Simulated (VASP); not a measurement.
## HfN: single point with PBE

HfN:

```
CELL_PARAMETERS angstrom
2.91826 0.00000 0.00000
-1.45913 2.52729 0.00000
0.00000 0.00000 3.95787
ATOMIC_POSITIONS crystal
Hf 0.00000 0.00000 0.50000
N 0.00000 0.00000 0.00000
```

```
Program                : VASP 6.6.1
Task                   : single point
Functional             : PBE
Potentials or basis    : VASP PAW PBE potentials, release 64 (Hf_pv, N)
Cutoff                 : 520 eV
k mesh                 : 9 × 9 × 7
Occupations            : fermi-dirac, width 0.05 eV
Spin                   : no spin polarisation
Dipole correction      : no
Further INCAR settings : ALGO = Normal; EDIFF = 1e-06; NBANDS = 14
```

| Quantity | Value |
| --- | --- |
| Pressure | 30.3 GPa |

Stress tensor (GPa, compression positive):
```
29.88  0.00  0.00
 0.00 29.88  0.00
 0.00  0.00 31.28
```

Levels at points of the mesh, in eV from the Fermi level:
```tsv
k point	band 4	band 5	band 6	band 7	band 8	band 9	band 10	band 11
(0.00, 0.00, 0.00)	-14.28	-4.52	-0.55	1.11	1.11	2.13	2.13	6.10
```

It took 13 s on 1 thread of Intel Xeon 6975P-C (shared host), peak memory 0.16 GiB.

Caveat: spin-orbit coupling is left out, which moves the levels of the heavy elements.
